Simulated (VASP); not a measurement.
**MgZn2TeS2: single point with PBE**

The system is MgZn2TeS2.

```
Mg Zn Te S
1.0
     4.74572    0.00000    0.00000
     0.00000    5.53583    0.00000
     0.00000    0.00000    5.50098
Mg Zn Te S
1 2 1 2
Direct
  0.50000 0.50000 0.50000
  0.00000 0.73182 0.00000
  0.00000 0.26818 0.00000
  0.50000 0.00000 0.50000
  0.00000 0.50000 0.50000
  0.50000 0.00000 0.00000
```

The cell was generated, and may not be a known phase.

```yaml
Program: VASP 6.6.1
Task: single point
Functional: PBE
Potentials_or_basis: VASP PAW PBE potentials, release 64 (Mg, Zn, Te, S)
Cutoff: 520 eV
k_mesh: 4 × 4 × 4
Occupations: gaussian, width 0.1 eV
Spin: no spin polarisation
Dipole_correction: no
Further_INCAR_settings: ALGO = Normal; EDIFF = 1e-06; NBANDS = 31
```

```yaml
Pressure: 0.0 GPa
Largest_force: 0.020 eV/Å
Band_gap_on_the_k_mesh: zero (bands 22 and 23 overlap by 0.94 eV)
```

Forces on the atoms (eV/Å):
```
Mg   0.000  0.000  0.000
Zn   0.000  0.020  0.000
Zn   0.000 -0.020  0.000
Te   0.000  0.000  0.000
S    0.000  0.000  0.000
S    0.000  0.000  0.000
```

Stress tensor (GPa, compression positive):
```
-0.31  0.00  0.00
 0.00  0.11  0.00
 0.00  0.00  0.09
```

Levels at points of the mesh, in eV from the Fermi level:
| k point | band 18 | band 19 | band 20 | band 21 | band 22 | band 23 | band 24 | band 25 | band 26 | band 27 |
| --- | --- | --- | --- | --- | --- | --- | --- | --- | --- | --- |
| (0.00, 0.00, 0.00) | -2.97 | -2.91 | -2.19 | -0.42 | 0.18 | 0.32 | 1.93 | 2.98 | 3.17 | 3.87 |
| (0.50, 0.00, 0.00) | -3.10 | -2.62 | -1.63 | -1.43 | -0.70 | 1.12 | 1.59 | 2.96 | 3.35 | 3.70 |
| (0.00, 0.50, 0.00) | -3.16 | -2.98 | -2.49 | -0.73 | -0.66 | -0.16 | 3.08 | 3.26 | 3.56 | 3.74 |
| (0.50, 0.50, 0.00) | -3.01 | -2.95 | -2.56 | -0.54 | 0.35 | 2.11 | 2.21 | 2.39 | 3.56 | 3.75 |
| (0.00, 0.00, 0.50) | -3.36 | -1.90 | -0.80 | -0.45 | -0.42 | -0.28 | 1.39 | 1.47 | 2.10 | 2.66 |
| (0.50, 0.00, 0.50) | -2.68 | -2.41 | -1.93 | -1.70 | -0.76 | 0.04 | 0.81 | 0.97 | 3.56 | 3.72 |
| (0.00, 0.50, 0.50) | -2.33 | -2.25 | -2.05 | -1.75 | -0.95 | -0.52 | 0.90 | 2.30 | 3.55 | 4.45 |
| (0.50, 0.50, 0.50) | -3.65 | -1.76 | -0.92 | -0.50 | 0.17 | 0.28 | 1.85 | 2.22 | 3.57 | 4.76 |

Wall time 48 s on 1 thread of AMD EPYC 9R45 96-Core Processor (Zen 5), on a shared host, peak memory 0.29 GiB.

Caveat: spin-orbit coupling is left out, which moves the levels of the heavy elements.
